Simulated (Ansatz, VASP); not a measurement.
Mo in VASP and in Ansatz

File INCAR:

```
PREC = Accurate ; ENCUT = 600
EDIFF = 1E-6 ; ISMEAR = 0
SIGMA = 0.1 ; LREAL = F
LASPH = T ; NELM = 60
ALGO = Normal ; ISIF = 3
LWAVE = F ; LCHARG = F
GGA = PS ; IBRION = 2
NSW = 80 ; EDIFFG = -0.03
```

The input KPOINTS:

```
regular mesh
0
Gamma
  14 14 13
```

File POSCAR:

```
Mo
1.0
    2.7355100000      0.0000000000      0.0000000000
   -1.3677550000      2.3690210000      0.0000000000
    0.0000000000      0.0000000000      2.5551810000
Mo
1
Direct
    0.0000000000      0.0000000000      0.5000000000
```

Input for Ansatz:

```yaml
crystal:
  lattice:
    - [2.73551, 0.0, 0.0]
    - [-1.367755, 2.369021, 0.0]
    - [0.0, 0.0, 2.555181]
  atoms:
    - { symbol: Mo, position: [0.0, 0.0, 0.5] }
kpoints:
  mp_grid:
    grid: [14, 14, 13]
hamiltonian:
  xc: pbesol
  dispersion: none
scf:
  occupations:
    method: gaussian
    width: 0.1
relax:
  f_tol: 0.03
  cell: {}
```

Alike in both runs: task relaxation of cell and atoms; functional PBEsol; k mesh 14 × 14 × 13; occupations gaussian, width 0.1 eV; no spin polarisation.

```csv
,VASP,Ansatz
version,VASP 6.6.1,Ansatz 0.2.0
potentials or method,"VASP PAW PBE potentials, release 64 (Mo_sv)","plane waves, PAW"
plane-wave cutoff (eV),600,420
valence electrons in the cell,14,14
```

```csv
,VASP,Ansatz,Ansatz less VASP
relaxed volume (Å³/atom),16.34,16.30,-0.038
relaxed cell length with the largest relative difference (Å),2.517,2.513,-0.0048
```

VASP's potentials were made for PBE, not for PBEsol.
